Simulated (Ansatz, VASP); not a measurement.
# One calculation of Zn12H, two programs

```
Zn H
1.0
     5.32000    0.00000    0.00000
    -3.99000    6.91088    0.00000
     0.00000    0.00000    4.93696
Zn H
12 1
Direct
  0.00181 0.00034 0.00598
  0.15686 0.21144 0.50098
  0.99298 0.32821 0.96614
  0.15949 0.56170 0.52070
  0.00131 0.66444 0.02871
  0.17323 0.89347 0.49842
  0.49910 0.99781 0.00701
  0.66414 0.22078 0.48065
  0.50393 0.33157 0.96093
  0.68103 0.56363 0.50167
  0.50812 0.67191 0.95929
  0.66468 0.89011 0.49294
  0.32132 0.44259 0.33442
```

Alike in both runs: functional PBE; k mesh 5 × 3 × 4; occupations gaussian, width 0.15 eV; no spin polarisation.

Ansatz relaxed the structure, and its values are those at the end. VASP's run is a single point on that final structure, the one shown.

|  | VASP | Ansatz |
| --- | --- | --- |
| version | VASP 6.6.1 | Ansatz 0.2.0 |
| potentials or method | VASP PAW PBE potentials, release 64 (Zn, H), cutoff 520 eV | scalar-relativistic, plane waves, PAW |
| valence electrons in the cell | 145 | 145 |

```csv
,VASP,Ansatz,Ansatz less VASP
rms of the force components (eV/Å),0.007,0.007,-0.0007
```

With one functional, cell and mesh, what is left measures potentials, basis and numerics.
